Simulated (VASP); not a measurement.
Crystal: As2Se.

```
CELL_PARAMETERS angstrom
6.62166 0.00000 0.00000
0.00000 6.62166 0.00000
0.00000 0.00000 3.42473
ATOMIC_POSITIONS crystal
As 0.28260 0.28260 0.00000
As 0.21740 0.78260 0.50000
As 0.71740 0.71740 0.00000
As 0.78260 0.21740 0.50000
Se 0.00000 0.00000 0.00000
Se 0.50000 0.50000 0.50000
```

| Property | Result |
| --- | --- |
| Program | VASP 6.6.1 |
| Task | relaxation of cell and atoms |
| Functional | PBE |
| Potentials or basis | VASP PAW PBE potentials, release 64 (As, Se) |
| Cutoff | 500 eV |
| k mesh | 6 × 6 × 12 |
| Occupations | gaussian, width 0.1 eV |
| Spin | no spin polarisation |

At the start: pressure 0.2 GPa; volume 25.03 Å³/atom.

Task: How do energy, volume and symmetry change on relaxing?

Result: Over 8 steps the energy falls by 5.4 meV/atom and the volume is 24.95 Å³/atom (-0.3 %); space group P4_2/mnm (No. 136, to 0.1 Å) before and after.

The path:
```
step  energy change (eV)  largest force (eV/Å)  pressure (GPa)  volume (Å³)
   1              0.0000                0.1208            0.23       150.16
   2             -0.0170                0.0897           -0.15       150.93
   3             -0.0259                0.0459           -0.63       151.96
   4             -0.0309                0.0523            0.14       149.61
   5             -0.0310                0.0512            0.01       149.97
   6             -0.0317                0.0378            0.02       149.89
   7             -0.0324                0.0031            0.04       149.65
   8             -0.0324                0.0039            0.04       149.69
```

Final structure:
```xyz
6
Lattice="6.7030 0.0000 0.0000 0.0000 6.7030 0.0000 0.0000 0.0000 3.3317" Properties=species:S:1:pos:R:3 pbc="T T T"
As    1.8724    1.8724    0.0000
As    1.4790    5.2239    1.6658
As    4.8305    4.8305    0.0000
As    5.2239    1.4790    1.6658
Se    0.0000    0.0000    0.0000
Se    3.3515    3.3515    1.6658
```
